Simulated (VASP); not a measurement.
Here is a VASP 6.6.1 calculation.

File INCAR:

```
  PREC = Accurate
  ENCUT = 520
  EDIFF = 1E-6
  ISMEAR = -1
  SIGMA = 0.05
  LREAL = Auto
  LASPH = T
  NELM = 100
  ALGO = Normal
  ISIF = 2
  LWAVE = F
  LCHARG = F
  GGA = PS
  ISYM = 0
  NBANDS = 246
```

File KPOINTS:

```
Automatic mesh
0
Gamma
  1 1 1
  0.25 0.25 0.25
```

The input POSCAR:

```
Al13Si3C3N13
1.0
    9.3199030000      0.0000000000      0.0000000000
    0.0000000000     10.7616960000      0.0000000000
    0.0000000000      0.0000000000      9.9913930000
Al Si C N
39 9 9 39
Direct
    0.1681540000      0.0854160000      0.2479970000
    0.1648030000      0.0834020000      0.7472340000
    0.9970990000      0.3330900000      0.2521060000
    0.9996660000      0.3330520000      0.7450480000
    0.4986790000      0.0848040000      0.2450770000
    0.4961440000      0.0833620000      0.7521110000
    0.3334600000      0.3307840000      0.2493330000
    0.3346350000      0.3326160000      0.7496790000
    0.1660140000      0.5830410000      0.2492250000
    0.1655780000      0.5795810000      0.7472430000
    0.0013310000      0.8357810000      0.2481200000
    0.9991100000      0.8361330000      0.7502580000
    0.8357000000      0.0843200000      0.2484160000
    0.8320690000      0.0835670000      0.7466410000
    0.6641670000      0.3334940000      0.2498200000
    0.6644510000      0.3353470000      0.7483920000
    0.4995370000      0.5813760000      0.2477740000
    0.3370890000      0.8336400000      0.2468420000
    0.8308730000      0.5815970000      0.2468010000
    0.8319220000      0.5837080000      0.7498890000
    0.6712260000      0.8336590000      0.2534840000
    0.9994740000      0.1675800000      0.4959220000
    0.9937180000      0.1682740000      0.9957510000
    0.3313250000      0.1666160000      0.5002240000
    0.3355790000      0.1660850000      0.0013240000
    0.1661390000      0.4194900000      0.4988370000
    0.1670700000      0.4146270000      0.0003320000
    0.9981920000      0.6671820000      0.5003060000
    0.0012580000      0.6658990000      0.9989480000
    0.6653100000      0.1665380000      0.4979750000
    0.6635990000      0.1668820000      0.9970650000
    0.4974060000      0.4151960000      0.4976400000
    0.3323560000      0.6631360000      0.4970680000
    0.1650350000      0.9190340000      0.5002330000
    0.8296780000      0.4167750000      0.4998530000
    0.8354500000      0.4155820000      0.0002030000
    0.6671310000      0.6611530000      0.4981030000
    0.5009760000      0.9185560000      0.4971870000
    0.8325880000      0.9164890000      0.4984090000
    0.4968360000      0.5831940000      0.7501050000
    0.3323190000      0.8299130000      0.7479840000
    0.6632160000      0.8347610000      0.7516340000
    0.5016240000      0.4152660000      0.9973890000
    0.3368080000      0.6669740000      0.9945470000
    0.1682110000      0.9155840000      0.0023110000
    0.6652130000      0.6627530000      0.9985970000
    0.5001880000      0.9171720000      0.9989570000
    0.8321480000      0.9182390000      0.0014790000
    0.9996940000      0.1675720000      0.1888220000
    0.3364460000      0.1674160000      0.1930510000
    0.1668130000      0.4177400000      0.1921300000
    0.6651620000      0.1688420000      0.1911220000
    0.4964530000      0.4137260000      0.1884160000
    0.8349850000      0.4156780000      0.1890620000
    0.0014610000      0.3324120000      0.9379410000
    0.3315930000      0.3316420000      0.9379990000
    0.6659080000      0.3315350000      0.9378450000
    0.0011880000      0.1676150000      0.6859170000
    0.3343260000      0.1649310000      0.6911270000
    0.1682940000      0.4193220000      0.6902650000
    0.0035680000      0.6677630000      0.1905260000
    0.0013540000      0.6667080000      0.6932730000
    0.6678330000      0.1654420000      0.6874330000
    0.4972920000      0.4196670000      0.6873590000
    0.3300860000      0.6667630000      0.1867050000
    0.3350650000      0.6667150000      0.6897670000
    0.1670390000      0.9171620000      0.1907020000
    0.1633930000      0.9211310000      0.6916500000
    0.8325750000      0.4170160000      0.6909340000
    0.6669140000      0.6668360000      0.1916120000
    0.6667320000      0.6681820000      0.6912250000
    0.4975090000      0.9150850000      0.1907660000
    0.4976000000      0.9188960000      0.6885070000
    0.8316610000      0.9160860000      0.1903730000
    0.8337770000      0.9141950000      0.6934540000
    0.1638790000      0.0842930000      0.4377170000
    0.1628210000      0.0836820000      0.9348970000
    0.0026750000      0.3348720000      0.4391850000
    0.4982690000      0.0832270000      0.4365450000
    0.4970030000      0.0862640000      0.9407390000
    0.3347260000      0.3350460000      0.4381320000
    0.1664870000      0.5830540000      0.4394580000
    0.1711940000      0.5821430000      0.9380420000
    0.9986340000      0.8364310000      0.4413090000
    0.0053380000      0.8318490000      0.9403130000
    0.8367750000      0.0816900000      0.4406750000
    0.8310960000      0.0802130000      0.9397510000
    0.6660110000      0.3341110000      0.4425510000
    0.5018180000      0.5789450000      0.4389900000
    0.5031510000      0.5846450000      0.9425620000
    0.3370080000      0.8336190000      0.4404540000
    0.3325250000      0.8322090000      0.9392930000
    0.8339960000      0.5877000000      0.4403060000
    0.8340740000      0.5809020000      0.9406370000
    0.6666060000      0.8306280000      0.4402020000
    0.6649840000      0.8326650000      0.9412910000
```

Potentials or basis: VASP PAW PBE potentials, release 64 (Al, Si, C, N).

Launch:

```sh
$ cat potpaw_PBE.64/Al/POTCAR potpaw_PBE.64/Si/POTCAR potpaw_PBE.64/C/POTCAR potpaw_PBE.64/N/POTCAR > POTCAR
$ mpirun -np 1 vasp_std > vasp.out
```

(1) What does it give for the pressure?

(2) What does it give for the largest force?

(3) What does it give for the band gap on the k mesh?

Results:

(1) 3.5 GPa.

(2) 5.419 eV/Å.

(3) 0.09 eV (least direct gap 0.10 eV).

Caveat: the cell stands under pressure; semilocal functionals underestimate gaps, and a narrow one can read as zero; the PAW data sets were made with another functional, which shifts forces and pressure a little; a shifted mesh leaves out Γ, where band edges can lie.
